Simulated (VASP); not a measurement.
# NbSi (Pm-3m) in VASP: further runs, part 2 of 2

VASP 6.6.1. The steps go on from the part before.

## (4) Relaxation of cell and atoms, r2SCAN+U

POSCAR

```
NbSi
1.0
    3.1564400000      0.0000000000      0.0000000000
    0.0000000000      3.1564400000      0.0000000000
    0.0000000000      0.0000000000      3.1564400000
Nb Si
1 1
Direct
    0.0000000000      0.0000000000      0.0000000000
    0.5000000000      0.5000000000      0.5000000000
```

INCAR.step1

```
PREC     = Accurate       # precision mode
ENCUT    = 600            # plane-wave cutoff, eV
ISMEAR   = -1             # smearing method
SIGMA    = 0.05           # smearing width, eV
LREAL    = False          # projectors in reciprocal space
LASPH    = True           # aspherical terms in the spheres
NELM     = 150            # most SCF steps
LMAXMIX  = 4              # l up to which the mixer works
LDAU     = True           # DFT+U
LDAUTYPE = 2            
LDAUL    = 2 -1           # shell
LDAUU    = 4 0            # U, eV
LDAUJ    = 0 0          
GGA      = PE             # functional
ALGO     = Normal         # electronic algorithm
EDIFF    = 1E-4           # SCF threshold, eV
LWAVE    = True           # write WAVECAR
LCHARG   = False          # write CHGCAR
```

INCAR.step2

```
PREC     = Accurate       # precision mode
ENCUT    = 600            # plane-wave cutoff, eV
EDIFF    = 1E-6           # SCF threshold, eV
ISMEAR   = -1             # smearing method
SIGMA    = 0.05           # smearing width, eV
LREAL    = False          # projectors in reciprocal space
LASPH    = True           # aspherical terms in the spheres
NELM     = 150            # most SCF steps
ALGO     = Normal         # electronic algorithm
ISIF     = 3              # what is computed and relaxed
LWAVE    = False          # write WAVECAR
LCHARG   = False          # write CHGCAR
LMAXMIX  = 4              # l up to which the mixer works
LDAU     = True           # DFT+U
LDAUTYPE = 2            
LDAUL    = 2 -1           # shell
LDAUU    = 4 0            # U, eV
LDAUJ    = 0 0          
LDAUPRINT= 1            
METAGGA  = R2SCAN         # meta-GGA
LMIXTAU  = True         
IBRION   = 2              # ionic algorithm
NSW      = 60             # ionic steps
EDIFFG   = -0.01          # ionic threshold
ISTART   = 1
```

KPOINTS

```
Automatic mesh
0
Gamma
  8 8 8
```

Potentials or basis: VASP PAW PBE potentials, release 64 (Nb_sv, Si).

On the command line:

```console
$ cat potpaw_PBE.64/Nb_sv/POTCAR potpaw_PBE.64/Si/POTCAR > POTCAR
$ cp INCAR.step1 INCAR
$ mpirun -np 1 vasp_std > vasp.out
$ cp INCAR.step2 INCAR
$ mpirun -np 1 vasp_std > vasp.out
```

OUTCAR:

```text
PREC = Accurate
   ENCUT = 600
   EDIFF = 1E-6
   ISMEAR = -1
   LREAL = False
   LASPH = True
   NELM = 150
   ISIF = 3
   METAGGA = R2SCAN
   IBRION = 2
   NSW = 60
   EDIFFG = -0.01
   ISTART = 1

 ion  position               nearest neighbor table
   1  0.000  0.000  0.000-   2 2.73   2 2.73   2 2.73   2 2.73   2 2.73   2 2.73   2 2.73   2 2.73

   2  0.500  0.500  0.500-   1 2.73   1 2.73   1 2.73   1 2.73   1 2.73   1 2.73   1 2.73   1 2.73

  LATTYP: Found a simple cubic cell.
 ALAT       =     3.1564400000

  Lattice vectors:

 A1 = (   3.1564400000,   0.0000000000,   0.0000000000)
 A2 = (   0.0000000000,   3.1564400000,   0.0000000000)
 A3 = (   0.0000000000,   0.0000000000,   3.1564400000)

Analysis of symmetry for initial positions (statically):
[... 305 lines left out ...]
      4     -21.4375      2.00000
      5      -0.7205      2.00000
      6       8.3121      2.00000
      7       8.3121      2.00000
      8      13.4209      0.00000
      9      13.4209      0.00000
     10      13.4209      0.00000
     11      13.8736      0.00000
     12      13.8736      0.00000
[... 331 lines left out ...]
 k-point    24 :       0.5000    0.3750    0.1250
  band No.  band energies     occupation
      1     -46.2304      2.00000
      2     -21.7886      2.00000
      3     -21.7242      2.00000
      4     -21.4239      2.00000
      5       2.9432      2.00000
      6       6.6675      2.00000
      7       7.5646      2.00000
      8       9.7262      2.00000
      9      11.7907      0.00001
     10      12.1410      0.00000
     11      14.0691      0.00000
     12      15.3508      0.00000

 [... further k-points ...]

------------------------ aborting loop because EDIFF is reached ----------------------------------------

  FORCE on cell =-STRESS in cart. coord.  units (eV):
  Direction    XX          YY          ZZ          XY          YZ          ZX
  --------------------------------------------------------------------------------------
  -------------------------------------------------------------------------------------
  Total       -0.0093846     -0.0093846     -0.0093846     -0.0000000      0.0000000      0.0000000
  in kB       -0.4657579     -0.4657579     -0.4657579     -0.0000000      0.0000000      0.0000000
  external PRESSURE =      -0.4657579 kB  Pullay stress =       0.0000000 kB
[... 17 lines left out ...]
  FREE ENERGIE OF THE ION-ELECTRON SYSTEM (eV)
  ---------------------------------------------------
  free  energy   TOTEN  =       -30.3182166650 eV

  energy  without entropy=      -30.3024072717  energy(sigma->0) =      -30.31031197

 reached required accuracy - stopping structural energy minimisation
```

OSZICAR.step1:

```text
N       E                     dE             d eps       ncg     rms          rms(c)
DAV:   1     0.148199303671E+03    0.14820E+03   -0.94427E+03   840   0.151E+03
DAV:   2    -0.515556194431E+01   -0.15335E+03   -0.14668E+03   992   0.487E+02
DAV:   3    -0.133087028966E+02   -0.81531E+01   -0.76257E+01  1368   0.847E+01
DAV:   4    -0.136899966439E+02   -0.38129E+00   -0.36800E+00  1216   0.173E+01
DAV:   5    -0.137133363621E+02   -0.23340E-01   -0.23325E-01  1440   0.398E+00    0.649E+00
DAV:   6    -0.123951468971E+02    0.13182E+01   -0.56965E+00  1392   0.239E+01    0.277E+00
DAV:   7    -0.123970188978E+02   -0.18720E-02   -0.17170E-01  1076   0.385E+00    0.172E+00
DAV:   8    -0.124018079959E+02   -0.47891E-02   -0.71696E-02  1476   0.307E+00    0.489E-01
DAV:   9    -0.124023959085E+02   -0.58791E-03   -0.39285E-03  1296   0.622E-01    0.206E-01
DAV:  10    -0.124026519836E+02   -0.25608E-03   -0.10381E-03  1368   0.412E-01    0.241E-02
DAV:  11    -0.124026481000E+02    0.38837E-05   -0.25664E-05   612   0.746E-02
   1 F= -.12402648E+02 E0= -.12393539E+02  d E =-.182183E-01
```

Run time: 2.2 min. Hardware: 1 thread of Intel Xeon Platinum 8488C (Sapphire Rapids), shared host; peak memory 0.17 GiB.

Results:

```yaml
Free_energy: -30.3182 eV
Relaxed_volume: 16.14 Å³/atom
Relaxed_cell: a = 3.184 Å, b = 3.184 Å, c = 3.184 Å, α = 90.00°, β = 90.00°, γ = 90.00°
Space_group_after_relaxing_to_0.1_Å: Pm-3m (No. 221)
Energy_gained_by_relaxing: 5.6 meV/atom
Ionic_steps: 3
Pressure_after_relaxing: 0.0 GPa
Band_gap_on_the_k_mesh: zero (an odd number of electrons rules out a gap without spin polarisation)
```

Step by step:
| step | energy change (eV) | largest force (eV/Å) | pressure (GPa) | volume (Å³) |
| --- | --- | --- | --- | --- |
| 1 | 0.0000 | 0.0000 | 4.46 | 31.45 |
| 2 | 0.0105 | 0.0000 | -5.61 | 33.48 |
| 3 | -0.0112 | 0.0000 | -0.05 | 32.28 |

Final structure:
```
CELL_PARAMETERS angstrom
3.18412 0.00000 0.00000
0.00000 3.18412 0.00000
0.00000 0.00000 3.18412
ATOMIC_POSITIONS crystal
Nb 0.00000 0.00000 0.00000
Si 0.50000 0.50000 0.50000
```

Levels at points of the mesh, in eV from the Fermi level:
```csv
k point,band 5,band 6,band 7,band 8,band 9,band 10,band 11,band 12
"(0.00, 0.00, 0.00)",-11.90,-2.87,-2.87,2.24,2.24,2.24,2.69,2.69
"(0.50, 0.00, 0.00)",-8.69,-6.94,-1.65,-0.94,-0.94,3.19,4.21,5.33
"(0.50, 0.50, 0.00)",-8.39,-3.49,-3.49,-2.51,0.63,0.63,4.21,4.68
"(0.50, 0.50, 0.50)",-5.31,-5.31,-5.31,-4.19,3.40,3.40,3.40,4.35
```

Eigenvalues of the final occupation matrices:
```csv
site,spin,trace,eigenvalues
site 1 d,1,1.09,0.18 0.18 0.18 0.27 0.27
site 1 d,2,1.09,0.18 0.18 0.18 0.27 0.27
```

Caveat: the PAW data sets were made with another functional, which shifts forces and pressure a little; an odd number of electrons without spin polarisation forces a metal; a magnetic or distorted state may lie lower; U without spin polarisation on a metal has little footing; the U is typed as a test and isn't derived for this compound.

## (5) Relaxation of cell and atoms, r2SCAN+U

POSCAR is that of step 4.

INCAR.step1

```
  PREC = Accurate
  ENCUT = 600
  ISMEAR = -1
  SIGMA = 0.05
  LREAL = False
  LASPH = True
  NELM = 150
  LMAXMIX = 4
  LDAU = True
  LDAUTYPE = 2
  LDAUL = 2 -1
  LDAUU = 5 0
  LDAUJ = 0 0
  GGA = PE
  ALGO = Normal
  EDIFF = 1E-4
  LWAVE = True
  LCHARG = False
```

INCAR.step2

```
  PREC = Accurate
  ENCUT = 600
  EDIFF = 1E-7
  ISMEAR = -1
  SIGMA = 0.05
  LREAL = False
  LASPH = True
  NELM = 150
  ALGO = Normal
  ISIF = 3
  LWAVE = False
  LCHARG = False
  LMAXMIX = 4
  LDAU = True
  LDAUTYPE = 2
  LDAUL = 2 -1
  LDAUU = 5 0
  LDAUJ = 0 0
  LDAUPRINT = 1
  METAGGA = R2SCAN
  LMIXTAU = True
  IBRION = 2
  NSW = 60
  EDIFFG = -0.01
  ISTART = 1
```

KPOINTS is that of step 4.

On the command line:

```console
$ cat potpaw_PBE.64/Nb_sv/POTCAR potpaw_PBE.64/Si/POTCAR > POTCAR
$ cp INCAR.step1 INCAR
$ mpirun -np 1 vasp_std > vasp.out
$ cp INCAR.step2 INCAR
$ mpirun -np 1 vasp_std > vasp.out
```

Wall time 3.4 min (1 thread of Intel Xeon Platinum 8488C (Sapphire Rapids), shared host); peak memory 0.17 GiB.

The run converged. Its results:

```
Free energy                           : -29.4872 eV
Relaxed volume                        : 16.31 Å³/atom
Relaxed cell                          : a = 3.195 Å, b = 3.195 Å, c = 3.195 Å, α = 90.00°, β = 90.00°, γ = 90.00°
Space group after relaxing (to 0.1 Å) : Pm-3m (No. 221)
Energy gained by relaxing             : 11.0 meV/atom
Ionic steps                           : 3
Pressure after relaxing               : -0.1 GPa
Band gap on the k mesh                : zero (an odd number of electrons rules out a gap without spin polarisation)
```

The path:
```
step  energy change (eV)  largest force (eV/Å)  pressure (GPa)  volume (Å³)
   1              0.0000                0.0000            6.30        31.45
   2              0.0223                0.0000           -7.81        34.35
   3             -0.0220                0.0000           -0.07        32.62
```

Final structure:
```yaml
crystal:
  lattice:
    - [3.19503, 0.00000, 0.00000]
    - [0.00000, 3.19503, 0.00000]
    - [0.00000, 0.00000, 3.19503]
  atoms:
    - { symbol: Nb, position: [0.00000, 0.00000, 0.00000] }
    - { symbol: Si, position: [0.50000, 0.50000, 0.50000] }
```

Levels at points of the mesh, in eV from the Fermi level:
| k point | band 6 | band 7 | band 8 | band 9 | band 10 | band 11 |
| --- | --- | --- | --- | --- | --- | --- |
| (0.00, 0.00, 0.00) | -2.85 | -2.85 | 2.16 | 2.16 | 2.16 | 2.76 |
| (0.50, 0.00, 0.00) | -6.97 | -1.65 | -0.89 | -0.89 | 3.26 | 4.15 |
| (0.50, 0.50, 0.00) | -3.54 | -3.54 | -2.54 | 0.70 | 0.70 | 4.16 |
| (0.50, 0.50, 0.50) | -5.25 | -5.25 | -4.24 | 3.26 | 3.26 | 3.26 |

Eigenvalues of the final occupation matrices:
| site | spin | trace | eigenvalues |
| --- | --- | --- | --- |
| site 1 d | 1 | 1.05 | 0.17 0.17 0.17 0.27 0.27 |
| site 1 d | 2 | 1.05 | 0.17 0.17 0.17 0.27 0.27 |

Caveat: the PAW data sets were made with another functional, which shifts forces and pressure a little; an odd number of electrons without spin polarisation forces a metal; a magnetic or distorted state may lie lower; U without spin polarisation on a metal has little footing; the U is typed as a test and isn't derived for this compound.

## (6) Relaxation of cell and atoms, r2SCAN+U

POSCAR is that of step 5.

INCAR.step1

```
  ALGO = Normal
  EDIFF = 1E-4
  ENCUT = 600
  GGA = PE
  ISMEAR = -1
  LASPH = T
  LCHARG = F
  LDAU = T
  LDAUJ = 0 0
  LDAUL = 2 -1
  LDAUTYPE = 2
  LDAUU = 6 0
  LMAXMIX = 4
  LREAL = F
  LWAVE = T
  NELM = 150
  PREC = Accurate
  SIGMA = 0.05
```

INCAR.step2

```
  ALGO = Normal
  EDIFF = 1E-7
  EDIFFG = -0.01
  ENCUT = 600
  IBRION = 2
  ISIF = 3
  ISMEAR = -1
  ISTART = 1
  LASPH = T
  LCHARG = F
  LDAU = T
  LDAUJ = 0 0
  LDAUL = 2 -1
  LDAUPRINT = 1
  LDAUTYPE = 2
  LDAUU = 6 0
  LMAXMIX = 4
  LMIXTAU = T
  LREAL = F
  LWAVE = F
  METAGGA = R2SCAN
  NELM = 150
  NSW = 60
  PREC = Accurate
  SIGMA = 0.05
```

KPOINTS

```
k-points
0
Gamma
  8 8 8
```

Potentials or basis: VASP PAW PBE potentials, release 64 (Nb_sv, Si).

On the command line:

```console
$ cat potpaw_PBE.64/Nb_sv/POTCAR potpaw_PBE.64/Si/POTCAR > POTCAR
$ cp INCAR.step1 INCAR
$ mpirun -np 1 vasp_std > vasp.out
$ cp INCAR.step2 INCAR
$ mpirun -np 1 vasp_std > vasp.out
```

It took 4.2 min on 1 thread of Intel Xeon Platinum 8488C (Sapphire Rapids), shared host; peak memory 0.18 GiB.

The run converged. Its results:

| Quantity | Value |
| --- | --- |
| Free energy | -28.6817 eV |
| Relaxed volume | 16.45 Å³/atom |
| Relaxed cell | a = 3.204 Å, b = 3.204 Å, c = 3.204 Å, α = 90.00°, β = 90.00°, γ = 90.00° |
| Space group after relaxing (to 0.1 Å) | Pm-3m (No. 221) |
| Energy gained by relaxing | 17.9 meV/atom |
| Ionic steps | 4 |
| Pressure after relaxing | 0.0 GPa |
| Band gap on the k mesh | zero (an odd number of electrons rules out a gap without spin polarisation) |

The path:
```
step  energy change (eV)  largest force (eV/Å)  pressure (GPa)  volume (Å³)
   1              0.0000                0.0000            8.15        31.45
   2              0.0398                0.0000           -9.87        35.23
   3             -0.0359                0.0000           -0.12        32.93
   4             -0.0359                0.0000            0.03        32.90
```

Final structure:
```
Nb Si
1.0
     3.20439    0.00000    0.00000
     0.00000    3.20439    0.00000
     0.00000    0.00000    3.20439
Nb Si
1 1
Cartesian
  0.0000 0.0000 0.0000
  1.6022 1.6022 1.6022
```

Levels at points of the mesh, in eV from the Fermi level:
```csv
k point,band 5,band 6,band 7,band 8,band 9,band 10,band 11,band 12
"(0.00, 0.00, 0.00)",-11.92,-2.85,-2.85,2.07,2.07,2.07,2.84,2.84
"(0.50, 0.00, 0.00)",-8.76,-7.01,-1.65,-0.85,-0.85,3.33,4.10,5.25
"(0.50, 0.50, 0.00)",-8.33,-3.61,-3.61,-2.59,0.77,0.77,4.12,4.53
"(0.50, 0.50, 0.50)",-5.20,-5.20,-5.20,-4.30,3.11,3.11,3.11,4.25
```

Eigenvalues of the final occupation matrices:
| site | spin | trace | eigenvalues |
| --- | --- | --- | --- |
| site 1 d | 1 | 1.01 | 0.16 0.16 0.16 0.26 0.26 |
| site 1 d | 2 | 1.01 | 0.16 0.16 0.16 0.26 0.26 |

Caveat: the PAW data sets were made with another functional, which shifts forces and pressure a little; an odd number of electrons without spin polarisation forces a metal; a magnetic or distorted state may lie lower; U without spin polarisation on a metal has little footing; the U is typed as a test and isn't derived for this compound.

## (7) The runs side by side

| U | gap on the mesh (eV) | pressure (GPa) | relaxed volume (Å³/atom) |
| --- | --- | --- | --- |
| Nb d U = 2.0 eV | none | 0.0 | 15.81 |
| Nb d U = 3.0 eV | none | 0.0 | 15.97 |
| Nb d U = 4.0 eV | none | 0.0 | 16.14 |
| Nb d U = 5.0 eV | none | -0.1 | 16.31 |
| Nb d U = 6.0 eV | none | 0.0 | 16.45 |

Alike in all rows: task relaxation of cell and atoms; level r2SCAN+U; potentials or basis VASP PAW PBE potentials, release 64 (Nb_sv, Si); no spin polarisation; cell relaxed; k mesh 8 × 8 × 8; cutoff (eV) 600; smearing fermi-dirac 0.05 eV.

Caveats: the PAW data sets were made with another functional, which shifts forces and pressure a little; an odd number of electrons without spin polarisation forces a metal; a magnetic or distorted state may lie lower; U without spin polarisation on a metal has little footing; the U is typed as a test and isn't derived for this compound.

Absolute energies hang on the potentials; compare differences alone.
